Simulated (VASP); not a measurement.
Input of a VASP 6.6.1 run:

INCAR

```
PREC     = Accurate       # precision mode
ENCUT    = 520            # plane-wave cutoff, eV
EDIFF    = 1E-7           # SCF threshold, eV
ISMEAR   = 0              # smearing method
SIGMA    = 0.1            # smearing width, eV
LREAL    = F              # projectors in reciprocal space
LASPH    = T              # aspherical terms in the spheres
NELM     = 100            # most SCF steps
ALGO     = Normal         # electronic algorithm
ISIF     = 2              # what is computed and relaxed
LWAVE    = F              # write WAVECAR
LCHARG   = F              # write CHGCAR
GGA      = PS             # functional
NBANDS   = 41             # bands
```

File KPOINTS:

```
Automatic mesh
0
Gamma
  12 12 4
```

POSCAR

```
AlCr2C
1.0
    2.7843494272      0.0000000000      0.0000000000
   -1.3921747136      2.4113173369      0.0000000000
    0.0000000000      0.0000000000     12.4631327281
Al Cr C
2 4 2
Direct
    0.6666666667      0.3333333333      0.2500000000
    0.3333333333      0.6666666667      0.7500000000
    0.3333333333      0.6666666667      0.4144969776
    0.6666666667      0.3333333333      0.9144969776
    0.6666666667      0.3333333333      0.5855030224
    0.3333333333      0.6666666667      0.0855030224
    0.0000000000      0.0000000000      0.5000000000
    0.0000000000      0.0000000000      0.0000000000
```

Potentials or basis: VASP PAW PBE potentials, release 64 (Al, Cr_pv, C).

Launch:

```sh
$ cat potpaw_PBE.64/Al/POTCAR potpaw_PBE.64/Cr_pv/POTCAR potpaw_PBE.64/C/POTCAR > POTCAR
$ mpirun -np 1 vasp_std > vasp.out
```

Predict the band gap on the k mesh.

zero (bands 31 and 32 overlap by 0.91 eV).

Estimate the pressure.

6.7 GPa.

Forces in eV/Å, atoms in the order of the input:
```
Al   0.000  0.000  0.000
Al   0.000  0.000  0.000
Cr   0.000  0.000 -0.039
Cr   0.000  0.000 -0.039
Cr   0.000  0.000  0.039
Cr   0.000  0.000  0.039
C    0.000  0.000  0.000
C    0.000  0.000  0.000
```

Caveat: the cell stands under pressure; the PAW data sets were made with another functional, which shifts forces and pressure a little; the run has no spin polarisation, though such a crystal can be magnetic. Spin polarisation is off, so any magnetic state and its effect on volume and gap are missing.
